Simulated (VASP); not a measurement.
Wanted: the native input for a VASP 6.6.1 run.

| Item | Value |
| --- | --- |
| Task | single point |
| Functional | BLYP |
| Dispersion | D4 |
| Potentials or basis | VASP PAW PBE potentials, release 64 (Fe, O) |
| Cutoff | 520 eV |
| k mesh | 11 × 11 × 11 |
| Occupations | fermi-dirac, width 0.05 eV |
| Spin | collinear spin, ferromagnetic start |
| Starting moments | [3.0, 0.0] μB |
| Dipole correction | no |
| Further INCAR settings | ALGO = Normal; EDIFF = 1e-06; NBANDS = 18 |

The structure of FeO (Wuestite) lies in POSCAR:

```
FeO
1.0
    1.5183723770      0.8766327006      2.4802449168
   -1.5183723770      0.8766327006      2.4802449168
    0.0000000000     -1.7532654012      2.4802449168
Fe O
1 1
Direct
    0.0000000000      0.0000000000      0.0000000000
    0.5000000000      0.5000000000      0.5000000000
```

The input as run:

INCAR

```
SYSTEM = FeO
PREC     = Accurate       ! precision mode
ENCUT    = 520            ! plane-wave cutoff, eV
EDIFF    = 1E-6           ! SCF threshold, eV
ISMEAR   = -1             ! smearing method
SIGMA    = 0.05           ! smearing width, eV
LREAL    = .FALSE.        ! projectors in reciprocal space
LASPH    = .TRUE.         ! aspherical terms in the spheres
NELM     = 150            ! most SCF steps
ALGO     = Normal         ! electronic algorithm
ISIF     = 2              ! what is computed and relaxed
LWAVE    = .FALSE.        ! write WAVECAR
LCHARG   = .FALSE.        ! write CHGCAR
ISPIN    = 2              ! spin polarisation
MAGMOM   = 3 0            ! initial moments
LORBIT   = 11             ! projections on sites
LMAXMIX  = 4              ! l up to which the mixer works
GGA      = B5             ! functional
ALDAX    = 1.0          
AGGAX    = 1.0          
AGGAC    = 1.0          
ALDAC    = 0.0          
IVDW     = 13             ! dispersion correction
VDW_S6   = 1.0          
VDW_S8   = 2.34076671   
VDW_A1   = 0.44488865   
VDW_A2   = 4.0933009    
NBANDS   = 18             ! bands
```

KPOINTS

```
Automatic mesh
0
G
  11 11 11
  0 0 0
```

Potentials or basis: VASP PAW PBE potentials, release 64 (Fe, O).

The run is started by

```console
$ cat potpaw_PBE.64/Fe/POTCAR potpaw_PBE.64/O/POTCAR > POTCAR
$ mpirun -np 1 vasp_std > vasp.out
```

It gave:

```json
{
  "Pressure": "0.3 GPa",
  "Band gap on the k mesh": "zero (filled and empty bands overlap)",
  "Net moment": "4.00 μB per cell",
  "Site moments": "Fe +3.59; O +0.32 μB",
  "Valence electrons inside the program's atomic spheres": "Fe 6.77; O 5.02",
  "Dispersion energy per atom": "-0.650 eV"
}
```

Caveat: the PAW data sets were made with another functional, which shifts forces and pressure a little; a cell with one magnetic atom can't hold antiferromagnetic order, which such compounds often take; semilocal functionals often make such compounds metallic where correlation or magnetic order opens a gap, which also shifts bond lengths; pairwise dispersion overbinds metals, which lowers pressure and volume.

Run time: 45 s on 1 thread of Intel(R) Xeon(R) 6975P-C (Granite Rapids) (shared host), peak memory 0.2 GiB.
